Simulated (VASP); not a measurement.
Set up this calculation in VASP 6.6.1, as the native input.

```
Task                   : single point
Functional             : PBE
Potentials or basis    : VASP PAW PBE potentials, release 64 (Li_sv, F, H)
Cutoff                 : 520 eV
k mesh                 : 2 × 2 × 2
Occupations            : gaussian, width 0.02 eV
Spin                   : collinear spin
Starting moments       : [0.0, 0.0, 0.0, 0.0, 0.0, 0.0, 0.0, 0.0, 0.0, 0.0, 0.0, 0.0, 0.0, 0.0, 0.0, 0.0, 1.0] μB
Dipole correction      : no
Further INCAR settings : LREAL = Auto; ALGO = Normal; EDIFF = 1e-06; NBANDS = 58
```

The structure of Li8HF8 (a cell with a defect) lies in POSCAR:

```
Li8HF8
1.0
   -4.0681815568      4.0681815568      0.0000000000
    0.0000000000      4.0681815568     -4.0681815568
   -4.0681815568      0.0000000000     -4.0681815568
Li F H
8 8 1
Direct
   -0.0045703769     -0.0059986975      0.4948419435
   -0.0045020477      0.5124756180      0.4949098299
   -0.0045271795     -0.0059566215      0.0133924309
    0.0044691997      0.4972419423     -0.0019439279
    0.5140227967     -0.0059705235      0.4948706856
    0.4986246165      0.4972357403      0.5039157445
    0.4986118705      0.0031428657     -0.0019628472
    0.4986492363      0.4972544339     -0.0019282519
    0.2589503444      0.7221391500      0.7583884793
    0.2588783253      0.2575190369      0.7583132473
    0.2475633751      0.7495665040      0.2503659276
    0.2589198347      0.2575677211      0.2230175957
    0.7509305670      0.7495635575      0.7470016365
    0.7236266711      0.2575508490      0.7583412488
    0.7509337180      0.7495730007      0.2503691143
    0.7509278549      0.2462071848      0.2503602956
    0.1251241189      0.1235125546      0.6244685597
```

This cell differs from its parent crystal: with an interstitial atom, then relaxed in part.

The input as run:

INCAR

```
PREC = Accurate
ENCUT = 520
EDIFF = 1E-6
ISMEAR = 0
SIGMA = 0.02
LREAL = Auto
LASPH = True
NELM = 150
ALGO = Normal
ISIF = 2
LWAVE = False
LCHARG = True
ISPIN = 2
MAGMOM = 0 0 0 0 0 0 0 0 0 0 0 0 0 0 0 0 1
LORBIT = 11
GGA = PE
LELF = True
LVHAR = True
NBANDS = 58
```

KPOINTS

```
Automatic mesh
0
Gamma
  2 2 2
```

Potentials or basis: VASP PAW PBE potentials, release 64 (Li_sv, F, H).

Run with:

```console
$ cat potpaw_PBE.64/Li_sv/POTCAR potpaw_PBE.64/F/POTCAR potpaw_PBE.64/H/POTCAR > POTCAR
$ mpirun -np 1 vasp_std > vasp.out
```

Results of the run:

```
Largest force                                         : 0.012 eV/Å
Band gap on the k mesh                                : 1.59 eV
Net moment                                            : 1.00 μB per cell
Site moments                                          : Li +0.01, +0.00 (each value once); F +0.07, +0.00 (each value once); H +0.35 μB
Valence electrons inside the program's atomic spheres : Li 2.06, 2.07 (each value once); F 6.13, 6.14 (each value once); H 0.49
```

Caveat: the k points lie up to 0.67 Å⁻¹ apart; the cell differs from its parent crystal (with an interstitial atom, then relaxed in part).

It took 7.1 min on 1 thread of Intel(R) Xeon(R) Platinum 8259CL CPU @ 2.50GHz (Skylake/Cascade Lake) (shared host), peak memory 0.42 GiB.
